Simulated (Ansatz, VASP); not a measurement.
**BiP in VASP and in Ansatz**

Contents of INCAR:

```
SYSTEM = BiP
PREC = Accurate
ENCUT = 520
EDIFF = 1E-6
ISMEAR = -1
SIGMA = 0.05
LREAL = .False.
LASPH = .True.
NELM = 80
ALGO = Normal
ISIF = 2
LWAVE = .False.
LCHARG = .False.
GGA = PE
NBANDS = 17
```

KPOINTS

```
Automatic mesh
0
Gamma
  12 12 12
  0 0 0
```

Contents of POSCAR:

```
BiP
1.0
    0.0000000000      2.9623541777      2.9623541777
    2.9623541777      0.0000000000      2.9623541777
    2.9623541777      2.9623541777      0.0000000000
Bi P
1 1
Direct
    0.0000000000      0.0000000000      0.0000000000
    0.5000000000      0.5000000000      0.5000000000
```

Input for Ansatz:

```yaml
crystal:
  lattice:
    - [0.0, 2.9623541777, 2.9623541777]
    - [2.9623541777, 0.0, 2.9623541777]
    - [2.9623541777, 2.9623541777, 0.0]
  atoms:
    - { symbol: Bi, position: [0.0, 0.0, 0.0] }
    - { symbol: P, position: [0.5, 0.5, 0.5] }
kpoints:
  mp_grid: { grid: [12, 12, 12] }
scf:
  occupations: { method: fermi_dirac, width: 0.05 }
hamiltonian:
  xc: pbe
  pseudopotentials: { kind: all_electron, lapw: { basis_error: 0.00025 } }
output:
  forces: true
  stress: true
  eigenvalues: true
```

Change from the starting cell: volume scaled by 1.04.

Alike in both runs: task single point; functional PBE; k mesh 12 × 12 × 12; occupations fermi-dirac, width 0.05 eV; no spin polarisation.

```csv
,VASP,Ansatz
version,VASP 6.6.1,Ansatz 0.2.0
potentials or method,"VASP PAW PBE potentials, release 64 (Bi_d, P), cutoff 520 eV","all-electron LAPW, scalar-relativistic"
```

```csv
,VASP,Ansatz,Ansatz less VASP
pressure (GPa),-2.6,-2.5,+0.07
```

Ansatz ran all-electron here, and VASP with PAW potentials.

Spin-orbit coupling is off throughout.
